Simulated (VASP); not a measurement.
# MgCd2S3 in VASP: further runs

Runs on MgCd2S3. Level: PBE. Tasks: single point.

All numbers are computed with VASP 6.6.1; they aren't measurements. Logs are shortened: lines on timing, memory, paths and dates and some standing lists are left out, and cuts for length are marked.

## 1. The cell of the first run

It takes space group P3m1 (No. 156, trigonal). Conventional cell: a = 4.149 Å, b = 4.149 Å, c = 20.167 Å, α = 90.00°, β = 90.00°, γ = 120.00°. Mg (site symmetry 3m) has 4 S at 2.47 to 2.50 Å within 3.3 Å. Mg (site symmetry 3m) has 4 S at 2.47 to 2.50 Å within 3.3 Å. Cd (site symmetry 3m) has 4 S at 2.55 to 2.57 Å within 3.4 Å. Cd (site symmetry 3m) has 4 S at 2.55 to 2.57 Å within 3.4 Å. Within 3.4 Å of Cd (site symmetry 3m) lie 4 S at 2.55 to 2.57 Å. Within 3.4 Å of Cd (site symmetry 3m) lie 4 S at 2.55 to 2.57 Å. Within 3.4 Å of S (site symmetry 3m) lie 4 Cd at 2.55 to 2.57 Å. S (site symmetry 3m) has 3 Mg at 2.50 Å and 1 Cd at 2.57 Å within 3.3 Å.

## 2. Single point, PBE

The input, INCAR:

```
ALGO = Normal ; EDIFF = 1E-7
ENCUT = 520 ; GGA = PE
ISIF = 2 ; ISMEAR = 0
LASPH = True ; LCHARG = False
LREAL = False ; LWAVE = False
NBANDS = 56 ; NELM = 80
PREC = Accurate ; SIGMA = 0.1
```

The input, KPOINTS:

```
k-points
0
Gamma
  6 6 1
```

The input, POSCAR:

```
MgCd2S3
1.0
    4.1485957000      0.0000000000      0.0000000000
   -2.0742979000      3.5927893000      0.0000000000
    0.0000000000      0.0000000000     20.1666349000
Mg Cd S
2 4 6
Direct
    0.0000000000      0.0000000000      0.5021990000
    0.0000000000      0.0000000000      0.8313280000
    0.6666667000      0.3333333000      0.9975510000
    0.6666667000      0.3333333000      0.3394960000
    0.6666667000      0.3333333000      0.6687140000
    0.0000000000      0.0000000000      0.1683100000
    0.6666667000      0.3333333000      0.1249470000
    0.6666667000      0.3333333000      0.4668760000
    0.6666667000      0.3333333000      0.7960030000
    0.0000000000      0.0000000000      0.2957820000
    0.0000000000      0.0000000000      0.6248320000
    0.0000000000      0.0000000000      0.9539630000
```

Potentials or basis: VASP PAW PBE potentials, release 64 (Mg, Cd, S).

On the command line:

```console
> cat potpaw_PBE.64/Mg/POTCAR potpaw_PBE.64/Cd/POTCAR potpaw_PBE.64/S/POTCAR > POTCAR
> mpirun -np 1 vasp_std > vasp.out
```

OUTCAR:

```text
EDIFF = 1E-7
   ENCUT = 520
   GGA = PE
   ISIF = 2
   ISMEAR = 0
   LASPH = True
   LREAL = False
   NELM = 80
   PREC = Accurate

 ion  position               nearest neighbor table
   1  0.000  0.000  0.502-  11 2.47   8 2.50   8 2.50   8 2.50
   2  0.000  0.000  0.831-  12 2.47   9 2.50   9 2.50   9 2.50
   3  0.667  0.333  0.998-  12 2.55  12 2.55  12 2.55   7 2.57
   4  0.667  0.333  0.339-  10 2.55  10 2.55  10 2.55   8 2.57
   5  0.667  0.333  0.669-  11 2.55  11 2.55  11 2.55   9 2.57
   6  0.000  0.000  0.168-   7 2.55   7 2.55   7 2.55  10 2.57
   7  0.667  0.333  0.125-   6 2.55   6 2.55   6 2.55   3 2.57
   8  0.667  0.333  0.467-   1 2.50   1 2.50   1 2.50   4 2.57
   9  0.667  0.333  0.796-   2 2.50   2 2.50   2 2.50   5 2.57
  10  0.000  0.000  0.296-   4 2.55   4 2.55   4 2.55   6 2.57
  11  0.000  0.000  0.625-   1 2.47   5 2.55   5 2.55   5 2.55
  12  0.000  0.000  0.954-   2 2.47   3 2.55   3 2.55   3 2.55

  LATTYP: Found a hexagonal cell.
 ALAT       =     4.1485957000
 C/A-ratio  =     4.8610750139

  Lattice vectors:

 A1 = (   4.1485957000,   0.0000000000,   0.0000000000)
 A2 = (  -2.0742979000,   3.5927893000,   0.0000000000)
 A3 = (   0.0000000000,   0.0000000000,  20.1666349000)

Analysis of symmetry for initial positions (statically):
=====================================================================
 Subroutine PRICEL returns:
 Original cell was already a primitive cell.

 Routine SETGRP: Setting up the symmetry group for a
 hexagonal supercell.

 Subroutine GETGRP returns: Found  6 space group operations
 (whereof  6 operations were pure point group operations)
 out of a pool of 24 trial point group operations.

The static configuration has the point symmetry C_3v.

Analysis of symmetry for dynamics (positions and initial velocities):
=====================================================================
 Subroutine PRICEL returns:
 Original cell was already a primitive cell.

 Routine SETGRP: Setting up the symmetry group for a
 hexagonal supercell.

 Subroutine GETGRP returns: Found  6 space group operations
 (whereof  6 operations were pure point group operations)
 out of a pool of 24 trial point group operations.

The dynamic configuration has the point symmetry C_3v.

 Subroutine INISYM returns: Found  6 space group operations
 (whereof  6 operations are pure point group operations),
 and found     1 'primitive' translations

----------------------------------------------------------------------------------------

                                     Primitive cell

  volume of cell :     300.5843

  direct lattice vectors                    reciprocal lattice vectors
     4.148595700  0.000000000  0.000000000     0.241045422  0.139167641  0.000000000
    -2.074297900  3.592789300  0.000000000     0.000000000  0.278335276  0.000000000
     0.000000000  0.000000000 20.166634900     0.000000000  0.000000000  0.049586855

  length of vectors
     4.148595700  4.148595754 20.166634900     0.278335279  0.278335276  0.049586855

  position of ions in fractional coordinates (direct lattice)
     0.000000000  0.000000000  0.502199000
     0.000000000  0.000000000  0.831328000
     0.666666700  0.333333300  0.997551000
     0.666666700  0.333333300  0.339496000
     0.666666700  0.333333300  0.668714000
     0.000000000  0.000000000  0.168310000
     0.666666700  0.333333300  0.124947000
     0.666666700  0.333333300  0.466876000
     0.666666700  0.333333300  0.796003000
     0.000000000  0.000000000  0.295782000
     0.000000000  0.000000000  0.624832000
     0.000000000  0.000000000  0.953963000

  ion indices of the primitive-cell ions
   primitive index   ion index
                 1           1
                 2           2
                 3           3
                 4           4
                 5           5
                 6           6
                 7           7
                 8           8
                 9           9
                10          10
                11          11
                12          12

----------------------------------------------------------------------------------------

 KPOINTS: k-points

Automatic generation of k-mesh.
 Grid dimensions read from file:
 generate k-points for:    6    6    1

 Generating k-lattice:

  Cartesian coordinates                     Fractional coordinates (reciprocal lattice)
     0.040174237  0.023194607  0.000000000     0.166666667  0.000000000  0.000000000
     0.000000000  0.046389213  0.000000000     0.000000000  0.166666667  0.000000000
     0.000000000  0.000000000  0.049586855     0.000000000  0.000000000  1.000000000

  Length of vectors
     0.046389213  0.046389213  0.049586855

  Shift w.r.t. Gamma in fractional coordinates (k-lattice)
     0.000000000  0.000000000  0.000000000

 Subroutine IBZKPT returns following result:
 ===========================================

 Found      7 irreducible k-points:

 Following reciprocal coordinates:
            Coordinates               Weight
  0.000000  0.000000  0.000000      1.000000
  0.166667  0.000000  0.000000      6.000000
  0.333333  0.000000  0.000000      6.000000
  0.500000  0.000000  0.000000      3.000000
  0.166667  0.166667  0.000000      6.000000
  0.333333  0.166667  0.000000     12.000000
  0.333333  0.333333  0.000000      2.000000
   k-points           NKPTS =      7   k-points in BZ     NKDIM =      7   number of bands    NBANDS=     56
   number of dos      NEDOS =    301   number of ions     NIONS =     12
   total plane-waves  NPLWV = 153600
   dimension x,y,z NGX =    32 NGY =   32 NGZ =  150
   dimension x,y,z NGXF=    64 NGYF=   64 NGZF=  300
   ions per type =               2   4   6
   NGX,Y,Z   is equivalent  to a cutoff of  12.82, 12.82, 12.37 a.u.
   NGXF,Y,Z  is equivalent  to a cutoff of  25.65, 25.65, 24.73 a.u.
 SYSTEM =  unknown system
   PREC   = accura    normal or accurate (medium, high low for compatibility)
   ISTART =      0    job   : 0-new  1-cont  2-samecut
   ICHARG =      2    charge: 1-file 2-atom 10-const
   ISPIN  =      1    spin polarized calculation?
   LNONCOLLINEAR =      F non collinear calculations
   LSORBIT =      F    spin-orbit coupling
   LASPH  =      T    aspherical Exc in radial PAW
   ENCUT  =  520.0 eV  38.22 Ry    6.18 a.u.   7.71  7.71 37.50*2*pi/ulx,y,z
   NELM   =     80;   NELMIN=  2; NELMDL= -5     # of ELM steps
   EDIFF  = 0.1E-06   stopping-criterion for ELM
   LREAL  =      F    real-space projection
   EDIFFG = 0.1E-05   stopping-criterion for IOM
   NSW    =      0    number of steps for IOM
   IBRION =     -1    ionic relax: 0-MD 1-quasi-New 2-CG
   NFREE  =      0    steps in history (QN), initial steepest desc. (CG)
   ISIF   =      2    stress and relaxation
   ISYM   =      2    0-nonsym 1-usesym 2-fastsym
   POTIM  = 0.5000    time-step for ionic-motion
   TEBEG  =    0.0;   TEEND  =   0.0 temperature during run
   PSTRESS=    0.0 pullay stress
   NELECT =      88.0000    total number of electrons
   NUPDOWN=      -1.0000    fix difference up-down
   EMIN   =  10.00;   EMAX   =-10.00  energy-range for DOS
   EFERMI =   0.00;   METHOD = LEGACY
   ISMEAR =     0;   SIGMA  =   0.10  broadening in eV -4-tet -1-fermi 0-gaus
   EFERMI_NEDOS =   21; number of points for ismear=-14 and -15
   IALGO  =     38    algorithm
   IMIX   =      4    mixing-type and parameters
     AMIX     =   0.40;   BMIX     =  1.00
     AMIX_MAG =   1.60;   BMIX_MAG =  1.00
  volume/ion in A,a.u.               =      25.05       169.04
  Fermi-wavevector in a.u.,A,eV,Ry     =   1.087044  2.054215 16.077511  1.181664
  Thomas-Fermi vector in A             =   2.223194
   LORBIT       =      0    0 simple, 1 ext, 2 COOP (PROOUT), +10 PAW based schemes
   GGA     = PE    functional components
   LHFCALC =     F    Hartree Fock is set to
   AEXX    =    0.0000 exact exchange contribution
   IVDW    =     0    specifies the selected vdW correction
   LEPSILON=     F    determine dielectric tensor
   LRPA    =     F    only Hartree local field effects (RPA)
 non-spin polarized calculation
 Gauss-broadening in eV      SIGMA  =   0.10
  energy-cutoff  :      520.00
  volume of cell :      300.58
 maximum number of plane-waves:      8157
 NGX is ok and might be reduce to    32
   NGX = 15   NGY = 15   NGZ = 75

 number of electron      88.0000004 magnetization

 Free energy of the ion-electron system (eV)
  ---------------------------------------------------
  ext. energy  EPLUGINS =         0.00000000
  ---------------------------------------------------
  free energy    TOTEN  =       -41.50386317 eV

  energy without entropy =      -41.50386317  energy(sigma->0) =      -41.50386317

 E-fermi :   1.5797     XC(G=0):  -8.7359

 val. band max:        1.1412046757   @ k =   0.0000   0.0000   0.0000
 cond. band min:       2.6746151453   @ k =   0.0000   0.0000   0.0000
 fundamental gap:      1.5334104695
 Fermi energy:         1.5796741549

 k-point     1 :       0.0000    0.0000    0.0000
  band No.  band energies     occupation
      1     -10.9157      2.00000
      2     -10.7874      2.00000
      3     -10.7711      2.00000
      4     -10.6129      2.00000
      5     -10.4317      2.00000
      6     -10.3294      2.00000
[... 48 lines left out ...]
     55       7.7912      0.00000
     56       7.7931      0.00000

 k-point     2 :       0.1667    0.0000    0.0000
  band No.  band energies     occupation
      1     -10.8267      2.00000
      2     -10.7009      2.00000
      3     -10.6909      2.00000
      4     -10.5537      2.00000
      5     -10.3666      2.00000
      6     -10.2790      2.00000
[... 48 lines left out ...]
     55       7.3250      0.00000
     56       7.8036      0.00000

 k-point     3 :       0.3333    0.0000    0.0000
  band No.  band energies     occupation
      1     -10.6431      2.00000
      2     -10.5409      2.00000
      3     -10.5106      2.00000
      4     -10.4268      2.00000
      5     -10.2336      2.00000
      6     -10.1791      2.00000
[... 48 lines left out ...]
     55       7.3667      0.00000
     56       7.7047      0.00000

 k-point     4 :       0.5000    0.0000    0.0000
  band No.  band energies     occupation
      1     -10.5459      2.00000
      2     -10.4783      2.00000
      3     -10.4068      2.00000
      4     -10.3538      2.00000
      5     -10.1684      2.00000
      6     -10.1275      2.00000
[... 48 lines left out ...]
     55       7.2257      0.00000
     56       7.9517      0.00000

 k-point     5 :       0.1667    0.1667    0.0000
  band No.  band energies     occupation
      1     -10.6901      2.00000
      2     -10.5772      2.00000
      3     -10.5601      2.00000
      4     -10.4606      2.00000
      5     -10.2671      2.00000
      6     -10.2040      2.00000
[... 48 lines left out ...]
     55       7.0052      0.00000
     56       7.0630      0.00000

 k-point     6 :       0.3333    0.1667    0.0000
  band No.  band energies     occupation
      1     -10.5470      2.00000
      2     -10.4792      2.00000
      3     -10.4091      2.00000
      4     -10.3558      2.00000
      5     -10.1682      2.00000
      6     -10.1272      2.00000
[... 48 lines left out ...]
     55       7.4069      0.00000
     56       7.6267      0.00000

 k-point     7 :       0.3333    0.3333    0.0000
  band No.  band energies     occupation
      1     -10.4933      2.00000
      2     -10.4587      2.00000
      3     -10.3582      2.00000
      4     -10.3183      2.00000
      5     -10.1382      2.00000
      6     -10.0980      2.00000
[... 48 lines left out ...]
     55       7.6980      0.00000
     56       7.7404      0.00000

------------------------ aborting loop because EDIFF is reached ----------------------------------------

  FORCE on cell =-STRESS in cart. coord.  units (eV):
  Direction    XX          YY          ZZ          XY          YZ          ZX
  --------------------------------------------------------------------------------------
  -------------------------------------------------------------------------------------
  Total        0.3200745      0.3200745      0.3073658     -0.0000000      0.0000000      0.0000000
  in kB        1.7060642      1.7060642      1.6383242     -0.0000000      0.0000000      0.0000000
  external PRESSURE =       1.6834842 kB  Pullay stress =       0.0000000 kB

 VOLUME and BASIS-vectors are now :
 -----------------------------------------------------------------------------
  energy-cutoff  :      520.00
  volume of cell :      300.58
      direct lattice vectors                 reciprocal lattice vectors
     4.148595700  0.000000000  0.000000000     0.241045422  0.139167641  0.000000000
    -2.074297900  3.592789300  0.000000000     0.000000000  0.278335276  0.000000000
     0.000000000  0.000000000 20.166634900     0.000000000  0.000000000  0.049586855

 POSITION                                       TOTAL-FORCE (eV/Angst)
 -----------------------------------------------------------------------------------
      0.00000      0.00000     10.12766        -0.000000      0.000000      0.009882
      0.00000      0.00000     16.76509        -0.000000      0.000000      0.009914
      2.07430      1.19760     20.11725        -0.000000      0.000000      0.003778
      2.07430      1.19760      6.84649        -0.000000      0.000000      0.006587
      2.07430      1.19760     13.48571        -0.000000      0.000000      0.005932
      0.00000      0.00000      3.39425         0.000000     -0.000000      0.006046
      2.07430      1.19760      2.51976         0.000000     -0.000000     -0.005424
      2.07430      1.19760      9.41532         0.000000     -0.000000      0.033789
      2.07430      1.19760     16.05270         0.000000      0.000000      0.034208
      0.00000      0.00000      5.96493        -0.000000     -0.000000     -0.005517
      0.00000      0.00000     12.60076        -0.000000      0.000000     -0.049555
      0.00000      0.00000     19.23822        -0.000000      0.000000     -0.049639
 -----------------------------------------------------------------------------------
    total drift:                               -0.000586      0.000340      0.001105

  FREE ENERGIE OF THE ION-ELECTRON SYSTEM (eV)
  ---------------------------------------------------
  free  energy   TOTEN  =       -41.5038631651 eV

  energy  without entropy=      -41.5038631651  energy(sigma->0) =      -41.50386317
```

Wall time 3.8 min (1 thread of Intel Xeon Platinum 8488C (Sapphire Rapids), shared host); peak memory 0.43 GiB.

What came out:

```yaml
Free_energy: -41.5039 eV
Pressure: 0.2 GPa
Largest_force: 0.050 eV/Å
Band_gap_on_the_k_mesh: 1.53 eV
```

Forces on the atoms (eV/Å):
```
Mg   0.000  0.000  0.010
Mg   0.000  0.000  0.010
Cd   0.000  0.000  0.004
Cd   0.000  0.000  0.007
Cd   0.000  0.000  0.006
Cd   0.000  0.000  0.006
S    0.000  0.000 -0.005
S    0.000  0.000  0.034
S    0.000  0.000  0.034
S    0.000  0.000 -0.006
S    0.000  0.000 -0.050
S    0.000  0.000 -0.050
```

(Continued in part 2 of 2.)
